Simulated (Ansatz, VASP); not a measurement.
One calculation of RbSbS3, two programs

The input INCAR:

```
ALGO = Normal ; EDIFF = 1E-7
EDIFFG = -0.01 ; ENCUT = 600
GGA = PE ; IBRION = 2
ISIF = 3 ; ISMEAR = 0
LASPH = True ; LCHARG = False
LREAL = False ; LWAVE = False
NELM = 60 ; NSW = 100
PREC = Accurate ; SIGMA = 0.1
```

The input KPOINTS:

```
k-points
0
Gamma
  8 8 8
```

The input POSCAR:

```
RbSbS3
1.0
    5.2479216000      0.0000000000      0.0000000000
    0.0000000000      5.2479216000      0.0000000000
    0.0000000000      0.0000000000      5.2479216000
Rb Sb S
1 1 3
Direct
    0.5000000000      0.5000000000      0.5000000000
    0.0000000000      0.0000000000      0.0000000000
    0.5000000000      0.0000000000      0.5000000000
    0.0000000000      0.5000000000      0.5000000000
    0.5000000000      0.5000000000      0.0000000000
```

Input for Ansatz:

```yaml
crystal:
  lattice:
    - [5.2479216, 0.0, 0.0]
    - [0.0, 5.2479216, 0.0]
    - [0.0, 0.0, 5.2479216]
  atoms:
    - { symbol: Rb, position: [0.5, 0.5, 0.5] }
    - { symbol: Sb, position: [0.0, 0.0, 0.0] }
    - { symbol: S, position: [0.5, 0.0, 0.5] }
    - { symbol: S, position: [0.0, 0.5, 0.5] }
    - { symbol: S, position: [0.5, 0.5, 0.0] }
basis:
  ecutwfc: 420
kpoints:
  mp_grid: { grid: [8, 8, 8] }
hamiltonian:
  xc: pbe
scf:
  occupations: { method: gaussian, width: 0.1 }
output:
  forces: true
  stress: true
  eigenvalues: true
relax:
  adjacent_minimum: "off"
  f_tol: 0.01
  max_steps: 80
  cell: { stress_tol: 0.05 }
```

Change from the starting cell: species swapped into the Sc3InC type (Pm-3m, No. 221).

Alike in both runs: task relaxation of cell and atoms; functional PBE; k mesh 8 × 8 × 8; occupations gaussian, width 0.1 eV; no spin polarisation.

```csv
,VASP,Ansatz
version,VASP 6.6.1,Ansatz 0.2.0
potentials or method,"VASP PAW PBE potentials, release 64 (Rb_sv, Sb, S), cutoff 600 eV","scalar-relativistic, plane waves, PAW"
valence electrons in the cell,32,42
```

```tsv
	VASP	Ansatz	Ansatz less VASP
gap on the k mesh at the Fermi level, each at its own relaxed structure (eV)	none	none	-
relaxed volume (Å³/atom)	30.77	30.53	-0.243
relaxed cell length with the largest relative difference (Å)	5.359	5.345	-0.0141
```

A gap of «none» marks a metal or a gap that the smearing closes. VASP's potentials hold 32 valence electrons a cell and Ansatz's 42, so a difference there can come from the potentials and not from the codes.

Spin-orbit coupling is off throughout.
